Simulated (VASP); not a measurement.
Sr8Ti9O24 (a cell with a defect): single point with PBEsol

The system is Sr8Ti9O24 (a cell with a defect).

```xyz
41
Lattice="7.7828 0.0000 0.0000 0.0000 7.7828 0.0000 0.0000 0.0000 7.7828" Properties=species:S:1:pos:R:3 pbc="T T T"
Sr    0.0899    0.0054    0.1025
Sr    7.7402    0.0082    3.9035
Sr    7.6121    3.8675    7.7364
Sr    7.5729    3.8697    3.6829
Sr    3.8788    0.0084    0.0765
Sr    3.8745    7.7672    3.8890
Sr    3.8597    3.8928    7.7058
Sr    4.6146    3.7322    3.6121
Ti    1.9964    1.9645    2.0119
Ti    1.8793    1.9014    5.9284
Ti    1.9619    5.8520    1.9821
Ti    1.7850    5.9078    5.9518
Ti    5.8986    1.8465    1.8116
Ti    5.8193    1.9056    5.7997
Ti    5.8458    5.8610    1.8250
Ti    5.7871    5.8544    5.7898
Ti    2.4237    4.1610    4.4303
O     2.0946    1.9603    0.0693
O     1.6928    2.1743    3.9662
O     2.1233    5.8866    0.0706
O     1.5398    5.8223    3.9319
O     5.6236    1.9340    7.7042
O     6.0191    1.8539    3.8348
O     5.5206    5.8192    7.6864
O     5.9971    5.8645    3.8256
O     0.0414    2.0702    1.7770
O     7.7150    1.6294    5.9944
O     0.0182    5.7066    1.7112
O     7.6581    6.1225    6.0546
O     3.9461    1.7948    2.0876
O     3.7723    2.3477    5.5582
O     3.9210    5.9742    2.1229
O     3.7181    5.3545    5.4435
O     1.8734    0.0346    2.0981
O     2.1765    0.0274    5.8443
O     2.2475    3.9316    2.2515
O     1.4892    3.8894    6.0430
O     6.0374    7.7619    1.8097
O     5.4230    7.7598    5.7818
O     5.8582    3.8900    1.7409
O     6.0497    3.8655    5.7477
```

| Property | Result |
| --- | --- |
| Program | VASP 6.6.1 |
| Task | single point |
| Functional | PBEsol |
| Potentials or basis | VASP PAW PBE potentials, release 64 (Sr_sv, Ti_sv, O) |
| Cutoff | 520 eV |
| k mesh | 1 × 1 × 1, shifted |
| Occupations | fermi-dirac, width 0.05 eV |
| Spin | no spin polarisation |
| Dipole correction | no |
| Further INCAR settings | LREAL = Auto; ALGO = Normal; EDIFF = 1e-06; NBANDS = 192; ISYM = -1 |

```yaml
Pressure: 6.3 GPa
Largest_force: 0.095 eV/Å
```

Forces in eV/Å, atoms in the order of the input:
```
Sr   0.025  0.037  0.040
Sr   0.032  0.000 -0.015
Sr   0.005 -0.009  0.041
Sr   0.040 -0.025 -0.037
Sr   0.011  0.042  0.040
Sr  -0.020  0.014 -0.029
Sr  -0.003 -0.038  0.025
Sr  -0.061  0.066 -0.015
Ti   0.049 -0.048  0.009
Ti   0.018 -0.078 -0.026
Ti   0.037  0.042 -0.013
Ti  -0.007  0.066  0.038
Ti   0.040  0.035 -0.056
Ti  -0.022 -0.057  0.073
Ti   0.060  0.055  0.043
Ti   0.018 -0.013 -0.050
Ti   0.007 -0.001  0.063
O   -0.012  0.018 -0.039
O    0.004  0.006  0.058
O    0.005 -0.017 -0.039
O    0.016  0.019  0.025
O    0.032 -0.016  0.028
O    0.012 -0.058 -0.037
O    0.006 -0.010  0.038
O   -0.031 -0.011 -0.018
O   -0.008  0.015 -0.007
O   -0.018  0.037 -0.006
O   -0.008 -0.002  0.004
O    0.018 -0.014 -0.027
O   -0.026  0.033 -0.019
O    0.006  0.032  0.026
O   -0.025 -0.014 -0.005
O   -0.045 -0.020 -0.037
O   -0.038 -0.017  0.008
O   -0.012 -0.001 -0.005
O   -0.038 -0.021  0.025
O    0.003  0.004 -0.036
O   -0.060 -0.025 -0.006
O    0.023  0.022  0.013
O   -0.008 -0.067 -0.055
O   -0.024  0.019 -0.022
```

Stress tensor (GPa, compression positive):
```
 8.12 -1.34 -3.12
-1.34  4.61 -1.03
-3.12 -1.03  6.07
```

Levels at points of the mesh, in eV from the Fermi level:
```
           k point  band 162  band 163  band 164  band 165  band 166  band 167  band 168  band 169  band 170  band 171
(0.25, 0.25, 0.25)     -3.18     -3.10     -3.09     -0.49     -0.04      0.05      0.15      0.20      0.24      0.42
```

Wall time 4.6 min on 1 thread of AMD EPYC 9R45 96-Core Processor (Zen 5), with other jobs on the host, peak memory 0.48 GiB.

Caveat: the PAW data sets were made with another functional, which shifts forces and pressure a little.
